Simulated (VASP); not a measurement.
MgO, 4 atoms in the cell. The structure is hexagonal, space group P6_3mc (No. 186). The conventional cell has a = 3.161 Å, b = 3.161 Å, c = 4.985 Å, α = 90.00°, β = 90.00°, γ = 120.00°. Mg (site symmetry 3m) has 4 O at 1.90 to 1.95 Å within 2.5 Å. Within 2.5 Å of O (site symmetry 3m) lie 4 Mg at 1.90 to 1.95 Å. 

- Program: VASP 6.6.1
- Task: single point
- Functional: PBE
- Potentials or basis: VASP PAW PBE potentials, release 64 (Mg, O)
- Cutoff: 520 eV
- k mesh: 9 × 9 × 6
- Occupations: gaussian, width 0.05 eV
- Spin: no spin polarisation
- Dipole correction: no
- Further INCAR settings: ALGO = Normal; EDIFF = 1e-06; NBANDS = 16

Potentials or basis: VASP PAW PBE potentials, release 64 (Mg, O).

Launch:

```bash
$ cat potpaw_PBE.64/Mg/POTCAR potpaw_PBE.64/O/POTCAR > POTCAR
$ mpirun -np 1 vasp_std > vasp.out
```

Hardware: 1 thread of Intel Xeon 8259CL, with other jobs on the host.

Q: Estimate the wall time of this run.

A: Run time: 28 s on 1 thread of Intel Xeon 8259CL (shared host), peak memory 0.17 GiB. Counts: scf iterations 12, k points 48.
